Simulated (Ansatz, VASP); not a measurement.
# SiNi3: VASP beside Ansatz

The input INCAR:

```
SYSTEM = SiNi3
AGGAC = 1.0 ; AGGAX = 1.0
ALDAC = 0.0 ; ALDAX = 1.0
ALGO = Normal ; EDIFF = 1E-7
ENCUT = 520 ; GGA = B5
ISIF = 2 ; ISMEAR = -1
ISPIN = 2 ; LASPH = .TRUE.
LCHARG = .FALSE. ; LMAXMIX = 4
LORBIT = 11 ; LREAL = .FALSE.
LWAVE = .FALSE. ; MAGMOM = 1 1 1 0
NBANDS = 29 ; NELM = 150
PREC = Accurate ; SIGMA = 0.05
```

File KPOINTS:

```
k-points
0
G
  4 4 4
  0 0 0
```

File POSCAR:

```
SiNi3
1.0
    3.5420000000      0.0000000000      0.0000000000
    0.0000000000      3.5420000000      0.0000000000
    0.0000000000      0.0000000000      3.5420000000
Ni Si
3 1
Direct
    0.5000000000      0.5000000000      0.0000000000
    0.5000000000      0.0000000000      0.5000000000
    0.0000000000      0.5000000000      0.5000000000
    0.0000000000      0.0000000000      0.0000000000
```

input.yaml

```yaml
crystal:
  lattice:
    - [3.542, 0.0, 0.0]
    - [0.0, 3.542, 0.0]
    - [0.0, 0.0, 3.542]
  atoms:
    - { symbol: Ni, position: [0.5, 0.5, 0.0], spin: 1.0 }
    - { symbol: Ni, position: [0.5, 0.0, 0.5], spin: 1.0 }
    - { symbol: Ni, position: [0.0, 0.5, 0.5], spin: 1.0 }
    - { symbol: Si, position: [0.0, 0.0, 0.0] }
hamiltonian:
  xc: blyp
  pseudopotentials: { kind: paw }
magnetization:
  spin_polarized: true
kpoints:
  mp_grid: { grid: [4, 4, 4] }
  band_path:
    path:
      - [[0.0, 0.0, 0.0], [0.0, 0.5, 0.0], [0.5, 0.5, 0.0], [0.0, 0.0, 0.0], [0.5, 0.5, 0.5], [0.0, 0.5, 0.0]]
      - [[0.5, 0.5, 0.0], [0.5, 0.5, 0.5]]
    npoints: 14
scf:
  occupations: { method: fermi_dirac, width: 0.05 }
  n_extra_bands: 10
output:
  forces: true
  stress: true
  eigenvalues: true
  fatbands: false
```

Alike in both runs: functional BLYP; k mesh 4 × 4 × 4; occupations fermi-dirac, width 0.05 eV; collinear spin.

|  | VASP | Ansatz |
| --- | --- | --- |
| version | VASP 6.6.1 | Ansatz 0.2.0 |
| potentials or method | VASP PAW PBE potentials, release 64 (Ni, Si) | Ansatz PAW |
| plane-wave cutoff (eV) | 520 | 420 |
| valence electrons in the cell | 34 | 58 |
| task | single point | band structure |

Ansatz gave:

| Property | Result |
| --- | --- |
| gap on the k mesh at the Fermi level (eV) | none |
| pressure (GPa) | 3.5 |
| net moment per atom (μB) | 0.00 |

**Question.** Which values does VASP return?

**Answer.** gap on the k mesh at the Fermi level (eV): none; pressure (GPa): 3.9; net moment per atom (μB): 0.00.

VASP's potentials were made for PBE, not for BLYP. A gap of «none» marks a metal or a gap that the smearing closes. VASP's potentials hold 34 valence electrons a cell and Ansatz's 58, so a difference there can come from the potentials and not from the codes.

The k mesh is coarse, so the values compare programs but aren't converged.
